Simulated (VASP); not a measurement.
A run of VASP 6.6.1 is set up as follows.

The input INCAR:

```
  PREC = Accurate
  ENCUT = 520
  EDIFF = 1E-7
  ISMEAR = 0
  SIGMA = 0.1
  LREAL = False
  LASPH = True
  NELM = 60
  ALGO = Normal
  ISIF = 2
  LWAVE = False
  LCHARG = False
  GGA = PE
  NBANDS = 31
```

The input KPOINTS:

```
Automatic mesh
0
Gamma
  4 4 4
```

POSCAR

```
BeZn2TeS2
1.0
    4.2050575900      0.0000000000      0.0000000000
    0.0000000000      4.2050575900      0.0000000000
    0.0000000000      0.0000000000      7.1224407800
Be Zn Te S
1 2 1 2
Direct
    0.5000000000      0.5000000000      0.0000000000
    0.5000000000      0.0000000000      0.3183099900
    0.0000000000      0.5000000000      0.6816900100
    0.0000000000      0.0000000000      0.0000000000
    0.5000000000      0.0000000000      0.8327630200
    0.0000000000      0.5000000000      0.1672369800
```

Potentials or basis: VASP PAW PBE potentials, release 64 (Be, Zn, Te, S).

Launch:

```sh
$ cat potpaw_PBE.64/Be/POTCAR potpaw_PBE.64/Zn/POTCAR potpaw_PBE.64/Te/POTCAR potpaw_PBE.64/S/POTCAR > POTCAR
$ mpirun -np 1 vasp_std > vasp.out
```

**Question.** What does it give for the band gap on the k mesh?

**Answer.** Zero (band 22 reaches 6.04 eV, above the bottom of band 23 at 4.45 eV).

**Question.** Estimate the pressure.

**Answer.** 11.3 GPa.

**Question.** What does it give for the largest force?

**Answer.** 0.696 eV/Å.

Forces in eV/Å, atoms in the order of the input:
```
Be   0.000  0.000  0.000
Zn   0.000  0.000  0.582
Zn   0.000  0.000 -0.582
Te   0.000  0.000  0.000
S    0.000  0.000 -0.696
S    0.000  0.000  0.696
```

Caveat: the k points lie up to 0.37 Å⁻¹ apart; spin-orbit coupling is left out, which moves the levels of the heavy elements.
